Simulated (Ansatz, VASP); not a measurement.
## Ca2Si: VASP beside Ansatz

```
CELL_PARAMETERS angstrom
0.00000 3.54252 3.42014
3.54252 0.00000 3.42014
3.54252 3.54252 0.00000
ATOMIC_POSITIONS crystal
Ca 0.74225 0.74225 0.75775
Ca 0.25775 0.25775 0.24225
Si 0.00000 0.00000 0.00000
```

Change from the starting cell: mode 6 frozen in at -0.054 Å, strain +e along z and -e/2 along x and y -0.0233.

Alike in both runs: task single point; functional LDA; k mesh 8 × 8 × 8; occupations gaussian, width 0.05 eV; no spin polarisation.

|  | VASP | Ansatz |
| --- | --- | --- |
| version | VASP 6.6.1 | Ansatz 0.2.0 |
| potentials or method | VASP PAW LDA potentials, release 64 (Ca_sv, Si), cutoff 520 eV | scalar-relativistic, plane waves, PAW |
| valence electrons in the cell | 24 | 24 |

|  | VASP | Ansatz | Ansatz less VASP |
| --- | --- | --- | --- |
| gap on the k mesh at the Fermi level (eV) | 0.29 | 0.30 | +0.006 |
| least direct gap on the mesh (eV) | 0.29 | 0.30 | +0.006 |
| pressure (GPa) | 0.1 | 0.0 | -0.11 |
| traceless stress, the component that is largest in VASP (GPa) | 1.69 | 1.69 | +0.004 |
| rms of the force components (eV/Å) | 0.161 | 0.160 | -0.0009 |

LDA's correlation is that of Perdew and Zunger in VASP and of Perdew and Wang (1992) in Ansatz. Atom by atom the forces differ by 0.001 eV/Å (rms over components).
